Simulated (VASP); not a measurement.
# TePb (Fm-3m) in VASP: notebook

TePb is run at these levels: PBEsol; tasks: single point.

Program: VASP 6.6.1. These are calculated values, not measurements. Logs are shortened: lines on timing, memory, paths and dates and some standing lists are left out, and cuts for length are marked.

## 1. The cell of the first run

It takes space group Fm-3m (No. 225, cubic). Conventional cell: a = 5.784 Å, b = 5.784 Å, c = 5.784 Å, α = 90.00°, β = 90.00°, γ = 90.00°. Pb (site symmetry m-3m) has 6 Te at 2.89 Å within 3.8 Å. Within 3.8 Å of Te (site symmetry m-3m) lie 6 Pb at 2.89 Å.

## 2. Single point, PBEsol

INCAR reads:

```
SYSTEM = TePb
PREC     = Accurate       ! precision mode
ENCUT    = 520            ! plane-wave cutoff, eV
EDIFF    = 1E-6           ! SCF threshold, eV
ISMEAR   = -1             ! smearing method
SIGMA    = 0.05           ! smearing width, eV
LREAL    = .False.        ! projectors in reciprocal space
LASPH    = .True.         ! aspherical terms in the spheres
NELM     = 60             ! most SCF steps
ALGO     = Normal         ! electronic algorithm
ISIF     = 2              ! what is computed and relaxed
LWAVE    = .False.        ! write WAVECAR
LCHARG   = .False.        ! write CHGCAR
GGA      = PS             ! functional
NBANDS   = 17             ! bands
```

KPOINTS reads:

```
regular mesh
0
Gamma
  7 7 7
  0 0 0
```

POSCAR reads:

```
TePb
1.0
    0.0000000000      2.8919612207      2.8919612207
    2.8919612207      0.0000000000      2.8919612207
    2.8919612207      2.8919612207      0.0000000000
Pb Te
1 1
Direct
    0.0000000000      0.0000000000      0.0000000000
    0.5000000000      0.5000000000      0.5000000000
```

Potentials or basis: VASP PAW PBE potentials, release 64 (Pb_d, Te).

Run with:

```
> cat potpaw_PBE.64/Pb_d/POTCAR potpaw_PBE.64/Te/POTCAR > POTCAR
> mpirun -np 1 vasp_std > vasp.out
```

OUTCAR:

```text
SYSTEM = TePb
   PREC = Accurate
   ENCUT = 520
   EDIFF = 1E-6
   ISMEAR = -1
   LREAL = .False.
   LASPH = .True.
   NELM = 60
   ISIF = 2
   GGA = PS

 ion  position               nearest neighbor table
   1  0.000  0.000  0.000-   2 2.89   2 2.89   2 2.89   2 2.89   2 2.89   2 2.89
   2  0.500  0.500  0.500-   1 2.89   1 2.89   1 2.89   1 2.89   1 2.89   1 2.89

  LATTYP: Found a face centered cubic cell.
 ALAT       =     5.7839224414

  Lattice vectors:

 A1 = (   0.0000000000,   2.8919612207,   2.8919612207)
 A2 = (   2.8919612207,   0.0000000000,   2.8919612207)
 A3 = (   2.8919612207,   2.8919612207,   0.0000000000)

Analysis of symmetry for initial positions (statically):
=====================================================================
 Subroutine PRICEL returns:
 Original cell was already a primitive cell.

 Routine SETGRP: Setting up the symmetry group for a
 face centered cubic supercell.

 Subroutine GETGRP returns: Found 48 space group operations
[... 9 lines left out ...]

 Routine SETGRP: Setting up the symmetry group for a
 face centered cubic supercell.

 Subroutine GETGRP returns: Found 48 space group operations
[... 11 lines left out ...]
                                     Primitive cell

  volume of cell :      48.3735

  direct lattice vectors                    reciprocal lattice vectors
     0.000000000  2.891961221  2.891961221    -0.172893051  0.172893051  0.172893051
     2.891961221  0.000000000  2.891961221     0.172893051 -0.172893051  0.172893051
     2.891961221  2.891961221  0.000000000     0.172893051  0.172893051 -0.172893051

  length of vectors
     4.089850780  4.089850780  4.089850780     0.299459549  0.299459549  0.299459549

  position of ions in fractional coordinates (direct lattice)
     0.000000000  0.000000000  0.000000000
     0.500000000  0.500000000  0.500000000

  ion indices of the primitive-cell ions
   primitive index   ion index
                 1           1
                 2           2

----------------------------------------------------------------------------------------

 KPOINTS: regular mesh

Automatic generation of k-mesh.
 Grid dimensions read from file:
 generate k-points for:    7    7    7

 Generating k-lattice:

  Cartesian coordinates                     Fractional coordinates (reciprocal lattice)
    -0.024699007  0.024699007  0.024699007     0.142857143  0.000000000  0.000000000
[... 49 lines left out ...]
   LNONCOLLINEAR =      F non collinear calculations
   LSORBIT =      F    spin-orbit coupling
   LASPH  =      T    aspherical Exc in radial PAW
   ENCUT  =  520.0 eV  38.22 Ry    6.18 a.u.   7.60  7.60  7.60*2*pi/ulx,y,z
   NELM   =     60;   NELMIN=  2; NELMDL= -5     # of ELM steps
   EDIFF  = 0.1E-05   stopping-criterion for ELM
   LREAL  =      F    real-space projection
   EDIFFG = 0.1E-04   stopping-criterion for IOM
   NSW    =      0    number of steps for IOM
   IBRION =     -1    ionic relax: 0-MD 1-quasi-New 2-CG
   NFREE  =      0    steps in history (QN), initial steepest desc. (CG)
   ISIF   =      2    stress and relaxation
   ISYM   =      2    0-nonsym 1-usesym 2-fastsym
   POTIM  = 0.5000    time-step for ionic-motion
   TEBEG  =    0.0;   TEEND  =   0.0 temperature during run
   PSTRESS=    0.0 pullay stress
   NELECT =      20.0000    total number of electrons
   NUPDOWN=      -1.0000    fix difference up-down
   EMIN   =  10.00;   EMAX   =-10.00  energy-range for DOS
   EFERMI =   0.00;   METHOD = LEGACY
   ISMEAR =    -1;   SIGMA  =   0.05  broadening in eV -4-tet -1-fermi 0-gaus
   EFERMI_NEDOS =   21; number of points for ismear=-14 and -15
   IALGO  =     38    algorithm
   IMIX   =      4    mixing-type and parameters
     AMIX     =   0.40;   BMIX     =  1.00
     AMIX_MAG =   1.60;   BMIX_MAG =  1.00
  volume/ion in A,a.u.               =      24.19       163.22
  Fermi-wavevector in a.u.,A,eV,Ry     =   1.219595  2.304701 20.237474  1.487412
  Thomas-Fermi vector in A             =   2.354842
   LORBIT       =      0    0 simple, 1 ext, 2 COOP (PROOUT), +10 PAW based schemes
   GGA     = PS    functional components
   LHFCALC =     F    Hartree Fock is set to
   AEXX    =    0.0000 exact exchange contribution
   IVDW    =     0    specifies the selected vdW correction
   LEPSILON=     F    determine dielectric tensor
   LRPA    =     F    only Hartree local field effects (RPA)
 non-spin polarized calculation
  energy-cutoff  :      520.00
  volume of cell :       48.37
 maximum number of plane-waves:      1317
   NGX = 15   NGY = 15   NGZ = 15

 number of electron      19.9999994 magnetization

 Free energy of the ion-electron system (eV)
  ---------------------------------------------------
  ext. energy  EPLUGINS =         0.00000000
  ---------------------------------------------------
  free energy    TOTEN  =        -6.97270749 eV

  energy without entropy =       -6.97252784  energy(sigma->0) =       -6.97261767

 E-fermi :  10.6018     XC(G=0): -11.0414

 val. band max:       10.3301001313   @ k =   0.4286   0.0000   0.0000
 cond. band min:      10.9000556828   @ k =   0.4286   0.0000   0.0000
 fundamental gap:      0.5699555515
 Fermi energy:        10.6017571704

 k-point     1 :       0.0000    0.0000    0.0000
  band No.  band energies     occupation
      1      -7.0931      2.00000
      2      -7.0931      2.00000
      3      -7.0444      2.00000
      4      -7.0444      2.00000
      5      -7.0444      2.00000
      6      -4.9009      2.00000
[... 377 lines left out ...]
      4      -7.0070      2.00000
      5      -6.9523      2.00000
      6      -1.3417      2.00000
[... 9 lines left out ...]
     16      20.9276      0.00000
     17      21.8668      0.00000

------------------------ aborting loop because EDIFF is reached ----------------------------------------

  FORCE on cell =-STRESS in cart. coord.  units (eV):
  Direction    XX          YY          ZZ          XY          YZ          ZX
  --------------------------------------------------------------------------------------
  -------------------------------------------------------------------------------------
  Total        9.0544252      9.0544252      9.0544252      0.0000000      0.0000000     -0.0000000
  in kB      299.8914458    299.8914458    299.8914458      0.0000000      0.0000000     -0.0000000
  external PRESSURE =     299.8914458 kB  Pullay stress =       0.0000000 kB

 VOLUME and BASIS-vectors are now :
 -----------------------------------------------------------------------------
  energy-cutoff  :      520.00
  volume of cell :       48.37
      direct lattice vectors                 reciprocal lattice vectors
     0.000000000  2.891961221  2.891961221    -0.172893051  0.172893051  0.172893051
     2.891961221  0.000000000  2.891961221     0.172893051 -0.172893051  0.172893051
     2.891961221  2.891961221  0.000000000     0.172893051  0.172893051 -0.172893051

 POSITION                                       TOTAL-FORCE (eV/Angst)
 -----------------------------------------------------------------------------------
      0.00000      0.00000      0.00000        -0.000000     -0.000000     -0.000000
      2.89196      2.89196      2.89196         0.000000      0.000000      0.000000
 -----------------------------------------------------------------------------------
    total drift:                               -0.000000      0.000000      0.000000

  FREE ENERGIE OF THE ION-ELECTRON SYSTEM (eV)
  ---------------------------------------------------
  free  energy   TOTEN  =        -6.9727074946 eV

  energy  without entropy=       -6.9725278406  energy(sigma->0) =       -6.97261767
```

OSZICAR:

```text
N       E                     dE             d eps       ncg     rms          rms(c)
DAV:   1     0.146878472843E+03    0.14688E+03   -0.96191E+03   688   0.126E+03
DAV:   2     0.207247227843E+01   -0.14481E+03   -0.14055E+03   699   0.304E+02
DAV:   3    -0.683440982278E+01   -0.89069E+01   -0.88328E+01   922   0.812E+01
DAV:   4    -0.703424233300E+01   -0.19983E+00   -0.19972E+00   800   0.124E+01
DAV:   5    -0.704317524297E+01   -0.89329E-02   -0.89326E-02  1013   0.262E+00    0.906E+00
DAV:   6    -0.698562062626E+01    0.57555E-01   -0.74035E-02  1021   0.318E+00    0.563E+00
DAV:   7    -0.697429336726E+01    0.11327E-01   -0.56787E-02   988   0.202E+00    0.420E-01
DAV:   8    -0.697264361229E+01    0.16498E-02   -0.96547E-03   940   0.113E+00    0.269E-01
DAV:   9    -0.697271354086E+01   -0.69929E-04   -0.66348E-04   848   0.185E-01    0.965E-02
DAV:  10    -0.697270771599E+01    0.58249E-05   -0.13611E-05   775   0.297E-02    0.237E-02
DAV:  11    -0.697270749457E+01    0.22142E-06   -0.35348E-06   887   0.114E-02
   1 F= -.69727075E+01 E0= -.69726177E+01  d E =-.179654E-03
```

stdout:

```text
POSCAR found type information on POSCAR PbTe
 POSCAR found :  2 types and       2 ions
 scaLAPACK will be used
 -----------------------------------------------------------------------------
|                                                                             |
|                                                                             |
|     You enforced a specific xc type in the INCAR file but a different       |
|     I HOPE YOU KNOW WHAT YOU ARE DOING!                                     |
|                                                                             |
 -----------------------------------------------------------------------------

 LDA part: xc-table for (Slater+PW92), standard interpolation
 POSCAR, INCAR and KPOINTS ok, starting setup
 FFT: planning ... GRIDC
 FFT: planning ... GRID_SOFT
 FFT: planning ... GRID
 WAVECAR not read
 entering main loop
```

Run time: 28 s. Hardware: 1 thread of Intel Xeon 8259CL, shared host; peak memory 0.17 GiB.

What came out:

| Property | Result |
| --- | --- |
| Free energy | -6.9727 eV |
| Pressure | 30.0 GPa |

Levels at points of the mesh, in eV from the Fermi level:
```csv
k point,band 6,band 7,band 8,band 9,band 10,band 11,band 12,band 13,band 14,band 15
"(0.00, 0.00, 0.00)",-15.50,-4.53,-2.85,-2.85,-2.85,4.22,4.22,4.22,4.84,4.84
```

Caveat: this odd mesh misses L, where the gap lies, so gap, dielectric constants and Born charges aren't listed; the PAW data sets were made with another functional, which shifts forces and pressure a little; spin-orbit coupling is left out, which moves the levels of the heavy elements.

(Continued in part 2 of 2.)
